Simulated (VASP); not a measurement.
# As (R-3m) in VASP: settings compared

Aim: see how the results for As move with the level of theory and the settings. Levels: LDA, r2SCAN. Tasks: single point.

All numbers are computed with VASP 6.6.1; they aren't measurements. Logs are shortened: lines on timing, memory, paths and dates and some standing lists are left out, and cuts for length are marked.

**1. The cell of the first run**

Symmetry: R-3m, No. 166, trigonal system. The conventional cell has a = 3.835 Å, b = 3.835 Å, c = 10.749 Å, α = 90.00°, β = 90.00°, γ = 120.00°. As (site symmetry 3m) has 6 As at 2.56 to 3.20 Å within 3.4 Å.

**2. Single point, LDA**

INCAR

```
SYSTEM = As
  PREC = Accurate
  ENCUT = 520
  EDIFF = 1E-6
  ISMEAR = -1
  SIGMA = 0.05
  LREAL = .FALSE.
  LASPH = .TRUE.
  NELM = 60
  ALGO = Normal
  ISIF = 2
  LWAVE = .FALSE.
  LCHARG = .FALSE.
  NBANDS = 12
```

KPOINTS

```
regular mesh
0
G
  9 9 9
  0 0 0
```

POSCAR

```
As
1.0
    1.9176846343      1.1071757398      3.5829826684
   -1.9176846343      1.1071757398      3.5829826684
    0.0000000000     -2.2143514796      3.5829826684
As
2
Direct
    0.2260000000      0.2260000000      0.2260000000
    0.7740000000      0.7740000000      0.7740000000
```

Potentials or basis: VASP PAW LDA potentials, release 64 (As).

On the command line:

```console
$ cat potpaw_LDA.64/As/POTCAR > POTCAR
$ mpirun -np 1 vasp_std > vasp.out
```

OUTCAR:

```text
SYSTEM = As
   PREC = Accurate
   ENCUT = 520
   EDIFF = 1E-6
   ISMEAR = -1
   LREAL = .FALSE.
   LASPH = .TRUE.
   NELM = 60
   ISIF = 2

 ion  position               nearest neighbor table
   1  0.226  0.226  0.226-   2 2.56   2 2.56   2 2.56
   2  0.774  0.774  0.774-   1 2.56   1 2.56   1 2.56

  LATTYP: Found a trigonal (rhomboedric) cell.
 ALAT       =     4.2120205695
 COS(alpha) =     0.5854247172

  Lattice vectors:

 A1 = (   1.9176846343,   1.1071757398,   3.5829826684)
 A2 = (  -1.9176846343,   1.1071757398,   3.5829826684)
 A3 = (   0.0000000000,  -2.2143514796,   3.5829826684)

Analysis of symmetry for initial positions (statically):
=====================================================================
 Subroutine PRICEL returns:
 Original cell was already a primitive cell.

 Routine SETGRP: Setting up the symmetry group for a
 trigonal (rhombohedral) supercell.

 Subroutine GETGRP returns: Found 12 space group operations
 (whereof 12 operations were pure point group operations)
 out of a pool of 12 trial point group operations.

The static configuration has the point symmetry D_3d.

Analysis of symmetry for dynamics (positions and initial velocities):
=====================================================================
 Subroutine PRICEL returns:
 Original cell was already a primitive cell.

 Routine SETGRP: Setting up the symmetry group for a
 trigonal (rhombohedral) supercell.

 Subroutine GETGRP returns: Found 12 space group operations
 (whereof 12 operations were pure point group operations)
 out of a pool of 12 trial point group operations.

The dynamic configuration has the point symmetry D_3d.

 Subroutine INISYM returns: Found 12 space group operations
 (whereof 12 operations are pure point group operations),
 and found     1 'primitive' translations

----------------------------------------------------------------------------------------

                                     Primitive cell

  volume of cell :      45.6446

  direct lattice vectors                    reciprocal lattice vectors
     1.917684634  1.107175740  3.582982668     0.260731087  0.150533164  0.093032360
    -1.917684634  1.107175740  3.582982668    -0.260731087  0.150533164  0.093032360
     0.000000000 -2.214351480  3.582982668     0.000000000 -0.301066327  0.093032360

  length of vectors
     4.212020569  4.212020569  4.212020569     0.315112604  0.315112604  0.315112604

  position of ions in fractional coordinates (direct lattice)
     0.226000000  0.226000000  0.226000000
     0.774000000  0.774000000  0.774000000

  ion indices of the primitive-cell ions
   primitive index   ion index
                 1           1
                 2           2

----------------------------------------------------------------------------------------

 KPOINTS: regular mesh

Automatic generation of k-mesh.
 Grid dimensions read from file:
 generate k-points for:    9    9    9

 Generating k-lattice:

  Cartesian coordinates                     Fractional coordinates (reciprocal lattice)
     0.028970121  0.016725907  0.010336929     0.111111111  0.000000000  0.000000000
    -0.028970121  0.016725907  0.010336929     0.000000000  0.111111111  0.000000000
     0.000000000 -0.033451814  0.010336929     0.000000000  0.000000000  0.111111111

  Length of vectors
     0.035012512  0.035012512  0.035012512

  Shift w.r.t. Gamma in fractional coordinates (k-lattice)
     0.000000000  0.000000000  0.000000000

 Subroutine IBZKPT returns following result:
 ===========================================

 Found     85 irreducible k-points:

 Following reciprocal coordinates:
            Coordinates               Weight
  0.000000  0.000000  0.000000      1.000000
  0.111111 -0.000000 -0.000000      6.000000
  0.222222 -0.000000 -0.000000      6.000000
  0.333333 -0.000000 -0.000000      6.000000
  0.444444 -0.000000 -0.000000      6.000000
  0.111111  0.111111 -0.000000      6.000000
[... 16 lines left out ...]
 -0.333333  0.333333  0.000000      6.000000
  0.444444  0.444444 -0.000000      6.000000
 [... further k-points ...]
   k-points           NKPTS =     85   k-points in BZ     NKDIM =     85   number of bands    NBANDS=     12
   number of dos      NEDOS =    301   number of ions     NIONS =      2
   total plane-waves  NPLWV =  32768
   dimension x,y,z NGX =    32 NGY =   32 NGZ =   32
   dimension x,y,z NGXF=    64 NGYF=   64 NGZF=   64
   ions per type =               2
   NGX,Y,Z   is equivalent  to a cutoff of  12.63, 12.63, 12.63 a.u.
   NGXF,Y,Z  is equivalent  to a cutoff of  25.26, 25.26, 25.26 a.u.
 SYSTEM =  As
   PREC   = accura    normal or accurate (medium, high low for compatibility)
   ISTART =      0    job   : 0-new  1-cont  2-samecut
   ICHARG =      2    charge: 1-file 2-atom 10-const
   ISPIN  =      1    spin polarized calculation?
   LNONCOLLINEAR =      F non collinear calculations
   LSORBIT =      F    spin-orbit coupling
   LASPH  =      T    aspherical Exc in radial PAW
   ENCUT  =  520.0 eV  38.22 Ry    6.18 a.u.   7.83  7.83  7.83*2*pi/ulx,y,z
   NELM   =     60;   NELMIN=  2; NELMDL= -5     # of ELM steps
   EDIFF  = 0.1E-05   stopping-criterion for ELM
   LREAL  =      F    real-space projection
   EDIFFG = 0.1E-04   stopping-criterion for IOM
   NSW    =      0    number of steps for IOM
   IBRION =     -1    ionic relax: 0-MD 1-quasi-New 2-CG
   NFREE  =      0    steps in history (QN), initial steepest desc. (CG)
   ISIF   =      2    stress and relaxation
   ISYM   =      2    0-nonsym 1-usesym 2-fastsym
   POTIM  = 0.5000    time-step for ionic-motion
   TEBEG  =    0.0;   TEEND  =   0.0 temperature during run
   PSTRESS=    0.0 pullay stress
   NELECT =      10.0000    total number of electrons
   NUPDOWN=      -1.0000    fix difference up-down
   EMIN   =  10.00;   EMAX   =-10.00  energy-range for DOS
   EFERMI =   0.00;   METHOD = LEGACY
   ISMEAR =    -1;   SIGMA  =   0.05  broadening in eV -4-tet -1-fermi 0-gaus
   EFERMI_NEDOS =   21; number of points for ismear=-14 and -15
   IALGO  =     38    algorithm
   IMIX   =      4    mixing-type and parameters
     AMIX     =   0.40;   BMIX     =  1.00
     AMIX_MAG =   1.60;   BMIX_MAG =  1.00
  volume/ion in A,a.u.               =      22.82       154.01
  Fermi-wavevector in a.u.,A,eV,Ry     =   0.986912  1.864993 13.252000  0.973995
  Thomas-Fermi vector in A             =   2.118327
   LORBIT       =      0    0 simple, 1 ext, 2 COOP (PROOUT), +10 PAW based schemes
   GGA     = CA    functional components
   LHFCALC =     F    Hartree Fock is set to
   AEXX    =    0.0000 exact exchange contribution
   IVDW    =     0    specifies the selected vdW correction
   LEPSILON=     F    determine dielectric tensor
   LRPA    =     F    only Hartree local field effects (RPA)
 non-spin polarized calculation
  energy-cutoff  :      520.00
  volume of cell :       45.64
 maximum number of plane-waves:      1244
   NGX = 15   NGY = 15   NGZ = 15

 number of electron      10.0000000 magnetization

 Free energy of the ion-electron system (eV)
  ---------------------------------------------------
  ext. energy  EPLUGINS =         0.00000000
  ---------------------------------------------------
  free energy    TOTEN  =       -10.71706099 eV

  energy without entropy =      -10.71557204  energy(sigma->0) =      -10.71631652

 E-fermi :   4.7024     XC(G=0):  -9.9147

 val. band max:        4.6495636321   @ k =   0.4444  -0.0000  -0.0000
 cond. band min:       4.7311616435   @ k =   0.4444   0.3333   0.3333
 fundamental gap:      0.0815980114
 Fermi energy:         4.7024261735

 k-point     1 :       0.0000    0.0000    0.0000
  band No.  band energies     occupation
      1      -9.7693      2.00000
      2      -1.3504      2.00000
      3       2.5062      2.00000
      4       2.8876      2.00000
      5       2.8876      2.00000
      6       6.3422      0.00000
      7       7.5665      0.00000
      8       7.5665      0.00000
      9      11.6988      0.00000
     10      11.6988      0.00000
     11      12.0979      0.00000
     12      13.3192      0.00000

 k-point     2 :       0.1111   -0.0000   -0.0000
  band No.  band energies     occupation
      1      -9.6139      2.00000
      2      -1.8241      2.00000
      3       2.5020      2.00000
      4       2.7730      2.00000
      5       2.8459      2.00000
      6       6.5694      0.00000
      7       7.2562      0.00000
      8       7.4556      0.00000
      9      10.8050      0.00000
     10      11.4747      0.00000
     11      11.5986      0.00000
     12      14.1681      0.00000

 k-point     3 :       0.2222   -0.0000   -0.0000
  band No.  band energies     occupation
      1      -9.1534      2.00000
      2      -2.9925      2.00000
      3       2.2358      2.00000
      4       2.5185      2.00000
      5       3.2136      2.00000
      6       6.0828      0.00000
      7       6.8674      0.00000
      8       7.0569      0.00000
      9      10.6714      0.00000
     10      11.3395      0.00000
     11      12.2000      0.00000
     12      15.9427      0.00000

 k-point     4 :       0.3333   -0.0000   -0.0000
  band No.  band energies     occupation
      1      -8.4107      2.00000
      2      -4.4213      2.00000
      3       2.1224      2.00000
      4       2.2750      2.00000
      5       3.6767      2.00000
      6       5.2780      0.00002
      7       6.0463      0.00000
      8       6.5682      0.00000
      9      11.5332      0.00000
     10      12.5417      0.00000
     11      13.6760      0.00000
     12      16.5939      0.00000

 k-point     5 :       0.4444   -0.0000   -0.0000
  band No.  band energies     occupation
      1      -7.4964      2.00000
      2      -5.7343      2.00000
      3       2.1357      2.00000
      4       2.1432      2.00000
      5       4.1526      1.99997
      6       4.6496      1.48433
      7       5.3667      0.00000
      8       6.2652      0.00000
      9      12.8435      0.00000
     10      14.4046      0.00000
     11      15.0242      0.00000
     12      15.7085      0.00000
[... 228 lines left out ...]
      1      -7.6580      2.00000
      2      -4.5395      2.00000
      3      -0.4271      2.00000
      4       1.0046      2.00000
      5       1.5187      2.00000
      6       7.0445      0.00000
      7       9.0425      0.00000
      8       9.8565      0.00000
      9      10.4351      0.00000
     10      15.4789      0.00000
     11      15.7361      0.00000
     12      16.3413      0.00000

 k-point    22 :      -0.4444    0.3333    0.0000
  band No.  band energies     occupation
      1      -6.9583      2.00000
      2      -5.4082      2.00000
      3      -0.8452      2.00000
      4       1.1647      2.00000
      5       1.5451      2.00000
      6       7.9386      0.00000
      7       8.2201      0.00000
      8       9.8000      0.00000
      9      10.5158      0.00000
     10      14.2189      0.00000
     11      15.6778      0.00000
     12      17.3345      0.00000

 k-point    23 :      -0.3333    0.3333    0.0000
  band No.  band energies     occupation
      1      -6.3565      2.00000
      2      -6.2271      2.00000
      3      -0.7882      2.00000
      4       1.7543      2.00000
      5       1.8024      2.00000
      6       7.1848      0.00000
      7       7.3706      0.00000
      8      10.2499      0.00000
      9      11.2482      0.00000
     10      12.5707      0.00000
     11      14.7606      0.00000
     12      17.0235      0.00000

 k-point    24 :       0.4444    0.4444   -0.0000
  band No.  band energies     occupation
      1      -7.3867      2.00000
      2      -4.6844      2.00000
      3      -0.7310      2.00000
      4       0.9727      2.00000
      5       0.9904      2.00000
      6       6.3959      0.00000
      7       9.8082      0.00000
      8      11.0762      0.00000
      9      11.2782      0.00000
     10      15.1698      0.00000
     11      15.7521      0.00000
     12      17.0543      0.00000

 [... further k-points ...]
[... 5 lines left out ...]
  --------------------------------------------------------------------------------------
  -------------------------------------------------------------------------------------
  Total       -1.4745773     -1.4745773     -1.2475537      0.0000000      0.0000000      0.0000000
  in kB      -51.7593020    -51.7593020    -43.7905224      0.0000000      0.0000000      0.0000000
  external PRESSURE =     -49.1030421 kB  Pullay stress =       0.0000000 kB

 VOLUME and BASIS-vectors are now :
 -----------------------------------------------------------------------------
  energy-cutoff  :      520.00
  volume of cell :       45.64
      direct lattice vectors                 reciprocal lattice vectors
     1.917684634  1.107175740  3.582982668     0.260731087  0.150533164  0.093032360
    -1.917684634  1.107175740  3.582982668    -0.260731087  0.150533164  0.093032360
     0.000000000 -2.214351480  3.582982668     0.000000000 -0.301066327  0.093032360

 POSITION                                       TOTAL-FORCE (eV/Angst)
 -----------------------------------------------------------------------------------
      0.00000      0.00000      2.42926         0.000000     -0.000000     -0.041744
      0.00000      0.00000      8.31969         0.000000      0.000000      0.041744
 -----------------------------------------------------------------------------------
    total drift:                               -0.000000     -0.000000      0.000000

  FREE ENERGIE OF THE ION-ELECTRON SYSTEM (eV)
  ---------------------------------------------------
  free  energy   TOTEN  =       -10.7170609901 eV

  energy  without entropy=      -10.7155720429  energy(sigma->0) =      -10.71631652
```

Wall time 16 s (1 thread of AMD EPYC 9R45 (Zen 5), shared host); peak memory 0.14 GiB.

What came out:

```
Free energy            : -10.7171 eV
Pressure               : -4.9 GPa
Largest force          : 0.042 eV/Å
Band gap on the k mesh : zero (band 5 reaches 4.73 eV, above the bottom of band 6 at 4.65 eV)
```

Forces on the atoms (eV/Å):
```
As   0.000  0.000 -0.042
As   0.000  0.000  0.042
```

Levels at points of the mesh, in eV from the Fermi level:
```csv
k point,band 3,band 4,band 5,band 6,band 7,band 8
"(0.00, 0.00, 0.00)",-2.20,-1.81,-1.81,1.64,2.86,2.86
```

(Continued in part 2 of 2.)
